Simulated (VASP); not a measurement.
Write the native input for VASP 6.6.1 that does the following.

```yaml
Task: single point
Functional: r2SCAN
Potentials_or_basis: VASP PAW PBE potentials, release 64 (Ag)
Cutoff: 520 eV
k_mesh: 18 × 18 × 6
Occupations: gaussian, width 0.15 eV
Spin: no spin polarisation
Dipole_correction: no
Further_INCAR_settings: ALGO = Normal; EDIFF = 1e-07; NBANDS = 30
```

Ag:

```xyz
4
Lattice="2.8181 0.0000 0.0000 -1.4090 2.4405 0.0000 0.0000 0.0000 9.7510" Properties=species:S:1:pos:R:3 pbc="T T T"
Ag    0.0000    1.6270    2.4378
Ag    1.4090    0.8135    7.3133
Ag    0.0000    0.0000    0.0000
Ag    0.0000    0.0000    4.8755
```

This cell differs from its parent crystal: strain -0.030 along x and y, +0.030 along z.

These files were run (other wordings do the same):

POSCAR

```
Ag
1.0
    2.8180527337      0.0000000000      0.0000000000
   -1.4090263668      2.4405052566      0.0000000000
    0.0000000000      0.0000000000      9.7510044385
Ag
4
Direct
    0.3333333333      0.6666666667      0.2500000000
    0.6666666667      0.3333333333      0.7500000000
    0.0000000000      0.0000000000      0.0000000000
    0.0000000000      0.0000000000      0.5000000000
```

INCAR.step1

```
SYSTEM = Ag
ALGO = Normal
EDIFF = 1E-4
ENCUT = 520
GGA = PE
ISMEAR = 0
LASPH = .True.
LCHARG = .False.
LREAL = .False.
LWAVE = .True.
NBANDS = 30
NELM = 100
PREC = Accurate
SIGMA = 0.15
```

INCAR.step2

```
SYSTEM = Ag
ALGO = Normal
EDIFF = 1E-7
ENCUT = 520
ISIF = 2
ISMEAR = 0
ISTART = 1
LASPH = .True.
LCHARG = .True.
LELF = .True.
LMIXTAU = .True.
LREAL = .False.
LVHAR = .True.
LWAVE = .False.
METAGGA = R2SCAN
NBANDS = 30
NELM = 100
PREC = Accurate
SIGMA = 0.15
```

KPOINTS

```
k-points
0
Gamma
  18 18 6
  0 0 0
```

Potentials or basis: VASP PAW PBE potentials, release 64 (Ag).

Launch:

```sh
$ cat potpaw_PBE.64/Ag/POTCAR > POTCAR
$ cp INCAR.step1 INCAR
$ mpirun -np 1 vasp_std > vasp.out
$ cp INCAR.step2 INCAR
$ mpirun -np 1 vasp_std > vasp.out
```

Results of the run:

| Property | Result |
| --- | --- |
| Pressure | 4.3 GPa |
| Band gap on the k mesh | zero (bands 22 and 23 overlap by 7.47 eV) |

Caveat: the cell differs from its parent crystal (strain -0.030 along x and y, +0.030 along z); the cell stands under pressure; the PAW data sets were made with another functional, which shifts forces and pressure a little.

Wall time 26 min on 1 thread of Intel Xeon 8259CL, on a shared host, peak memory 0.36 GiB.
